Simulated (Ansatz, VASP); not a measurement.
# Ga2SnSe3 in VASP and in Ansatz

The input INCAR:

```
PREC     = Accurate       # precision mode
ENCUT    = 600            # plane-wave cutoff, eV
EDIFF    = 1E-7           # SCF threshold, eV
ISMEAR   = 0              # smearing method
SIGMA    = 0.1            # smearing width, eV
LREAL    = False          # projectors in reciprocal space
LASPH    = True           # aspherical terms in the spheres
NELM     = 80             # most SCF steps
ALGO     = Normal         # electronic algorithm
ISIF     = 3              # what is computed and relaxed
LWAVE    = False          # write WAVECAR
LCHARG   = False          # write CHGCAR
GGA      = PE             # functional
IBRION   = 2              # ionic algorithm
NSW      = 90             # ionic steps
EDIFFG   = -0.04          # ionic threshold
```

The input KPOINTS:

```
regular mesh
0
Gamma
  4 4 2
```

POSCAR

```
Ga2SnSe3
1.0
    4.0983068800      0.0000000000      0.0000000000
    0.0000000000      4.0983068800      0.0000000000
    0.0000000000      0.0000000000      9.0289548300
Ga Sn Se
2 1 3
Direct
    0.0000000000      0.5000000000      0.7315000300
    0.5000000000      0.0000000000      0.2684999700
    0.0000000000      0.0000000000      0.0000000000
    0.0000000000      0.5000000000      0.3835000100
    0.5000000000      0.0000000000      0.6164999900
    0.5000000000      0.5000000000      0.0000000000
```

Input for Ansatz:

```yaml
crystal:
  lattice:
    - [4.09830688, 0.0, 0.0]
    - [0.0, 4.09830688, 0.0]
    - [0.0, 0.0, 9.02895483]
  atoms:
    - { symbol: Ga, position: [0.0, 0.5, 0.73150003] }
    - { symbol: Ga, position: [0.5, 0.0, 0.26849997] }
    - { symbol: Sn, position: [0.0, 0.0, 0.0] }
    - { symbol: Se, position: [0.0, 0.5, 0.38350001] }
    - { symbol: Se, position: [0.5, 0.0, 0.61649999] }
    - { symbol: Se, position: [0.5, 0.5, 0.0] }
basis:
  ecutwfc: 420
kpoints:
  mp_grid: { grid: [4, 4, 2] }
hamiltonian:
  xc: pbe
scf:
  occupations: { method: gaussian, width: 0.1 }
  lower_state_search: "off"
output:
  forces: true
  stress: true
  eigenvalues: true
relax:
  adjacent_minimum: "off"
  f_tol: 0.04
  max_steps: 70
  cell: { stress_tol: 0.4 }
```

Change from the starting cell: species swapped into the Ti2CuSb3 type (P-4m2, No. 115).

Alike in both runs: task relaxation of cell and atoms; functional PBE; k mesh 4 × 4 × 2; occupations gaussian, width 0.1 eV; no spin polarisation.

|  | VASP | Ansatz |
| --- | --- | --- |
| version | VASP 6.6.1 | Ansatz 0.2.0 |
| potentials or method | VASP PAW PBE potentials, release 64 (Ga_d, Sn_d, Se), cutoff 600 eV | scalar-relativistic, plane waves, PAW |
| valence electrons in the cell | 58 | 88 |

```tsv
	VASP	Ansatz	Ansatz less VASP
gap on the k mesh at the Fermi level, each at its own relaxed structure (eV)	none	none	-
relaxed volume (Å³/atom)	25.24	25.30	+0.058
relaxed cell length with the largest relative difference (Å)	9.725	9.748	+0.0236
```

A gap of «none» marks a metal or a gap that the smearing closes. VASP's potentials hold 58 valence electrons a cell and Ansatz's 88, so a difference there can come from the potentials and not from the codes.

The k mesh is coarse, so the values compare programs but aren't converged.
